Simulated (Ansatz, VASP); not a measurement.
# One calculation of C6N, two programs

```xyz
14
Lattice="4.9292 0.0000 0.0000 0.6166 3.5587 0.0000 0.0000 0.0000 23.4976" Properties=species:S:1:pos:R:3 pbc="T T T"
C     1.8494    0.5337    4.0000
C     4.3140    0.5337    4.0000
C     0.6172    0.7472    4.6790
C     3.0818    0.7472    4.6790
C     0.6180    1.1741    6.0367
C     3.0827    1.1741    6.0367
C     1.8504    1.3861    6.6976
C     4.3150    1.3861    6.6976
C     1.8509    1.8485    8.1117
C     4.3155    1.8485    8.1117
C     0.6187    2.0567    8.6976
C     3.0833    2.0567    8.6976
N     1.8510    2.0567   11.7976
N     1.8510    2.0567   12.8976
```

Alike in both runs: task single point; functional PBE; dispersion D3(BJ); k mesh 6 × 8 × 1; occupations gaussian, width 0.05 eV; no spin polarisation.

```csv
,VASP,Ansatz
version,VASP 6.6.1,Ansatz 0.2.0
potentials or method,"VASP PAW PBE potentials, release 64 (C, N), cutoff 520 eV","scalar-relativistic, plane waves, PAW"
valence electrons in the cell,58,58
```

```tsv
	VASP	Ansatz	Ansatz less VASP
gap on the k mesh at the Fermi level (eV)	none	none	-
rms of the force components (eV/Å)	0.998	0.889	-0.1087
work function, face that differs most (eV)	6.86	6.87	+0.004
```

Atom by atom the forces differ by 0.392 eV/Å (rms over components). A gap of «none» marks a metal or a gap that the smearing closes. Ansatz's warnings: xc potential rough in thin density.

Noted on VASP's run: the standard files for N, O and F lose accuracy on very short bonds.
